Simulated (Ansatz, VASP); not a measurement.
# One calculation of NbTe, two programs

Contents of POSCAR:

```
NbTe
1.0
    3.4257000000      0.0000000000      0.0000000000
    0.0000000000      3.4257000000      0.0000000000
    0.0000000000      0.0000000000      3.4257000000
Nb Te
1 1
Direct
    0.5000000000      0.5000000000      0.5000000000
    0.0000000000      0.0000000000      0.0000000000
```

File INCAR.step1:

```
SYSTEM = NbTe
PREC     = Accurate       ! precision mode
ENCUT    = 520            ! plane-wave cutoff, eV
EDIFF    = 1E-5           ! SCF threshold, eV
ISMEAR   = -1             ! smearing method
SIGMA    = 0.05           ! smearing width, eV
LREAL    = .FALSE.        ! projectors in reciprocal space
LASPH    = .TRUE.         ! aspherical terms in the spheres
NELM     = 80             ! most SCF steps
ALGO     = Normal         ! electronic algorithm
ISIF     = 2              ! what is computed and relaxed
LWAVE    = .TRUE.         ! write WAVECAR
NBANDS   = 16             ! bands
GGA      = PE             ! functional
```

The input INCAR.step2:

```
SYSTEM = NbTe
PREC     = Accurate       ! precision mode
ENCUT    = 520            ! plane-wave cutoff, eV
EDIFF    = 1E-6           ! SCF threshold, eV
ISMEAR   = -1             ! smearing method
SIGMA    = 0.05           ! smearing width, eV
LREAL    = .FALSE.        ! projectors in reciprocal space
LASPH    = .TRUE.         ! aspherical terms in the spheres
NELM     = 80             ! most SCF steps
ALGO     = Normal         ! electronic algorithm
ISIF     = 2              ! what is computed and relaxed
LWAVE    = .FALSE.        ! write WAVECAR
LCHARG   = .TRUE.         ! write CHGCAR
GGA      = PE             ! functional
LHFCALC  = .TRUE.         ! exact exchange
AEXX     = 1.0            ! exact-exchange fraction
ALDAC    = 0.0          
AGGAC    = 0.0          
PRECFOCK = Normal       
LELF     = .TRUE.         ! ELF
LVHAR    = .TRUE.       
NBANDS   = 16             ! bands
ISTART   = 1
```

KPOINTS

```
Automatic mesh
0
G
  4 4 4
  0 0 0
```

File input.yaml:

```yaml
crystal:
  lattice:
    - [3.4257, 0.0, 0.0]
    - [0.0, 3.4257, 0.0]
    - [0.0, 0.0, 3.4257]
  atoms:
    - { symbol: Nb, position: [0.5, 0.5, 0.5] }
    - { symbol: Te, position: [0.0, 0.0, 0.0] }
hamiltonian:
  xc: hf
  pseudopotentials: { kind: paw }
kpoints:
  mp_grid: { grid: [4, 4, 4] }
scf:
  occupations: { method: fermi_dirac, width: 0.05 }
output:
  forces: true
  stress: true
  eigenvalues: true
  write_density: true
  write_potential: true
  elf: true
  volumetric_format: npy
```

Alike in both runs: task single point; functional HF; k mesh 4 × 4 × 4; occupations fermi-dirac, width 0.05 eV; no spin polarisation.

```csv
,VASP,Ansatz
version,VASP 6.6.1,Ansatz 0.2.0
potentials or method,"VASP PAW PBE potentials, release 64 (Nb_sv, Te)",Ansatz PAW
plane-wave cutoff (eV),520,420
valence electrons in the cell,19,29
```

```tsv
	VASP	Ansatz	Ansatz less VASP
gap on the k mesh at the Fermi level (eV)	none	none	-
pressure (GPa)	0.5	10.4	+9.95
```

VASP's potentials were made for PBE, not for HF. A gap of «none» marks a metal or a gap that the smearing closes. VASP's potentials hold 19 valence electrons a cell and Ansatz's 29, so a difference there can come from the potentials and not from the codes.

The k mesh is coarse, so the values compare programs but aren't converged. Neither program's run includes spin-orbit coupling.
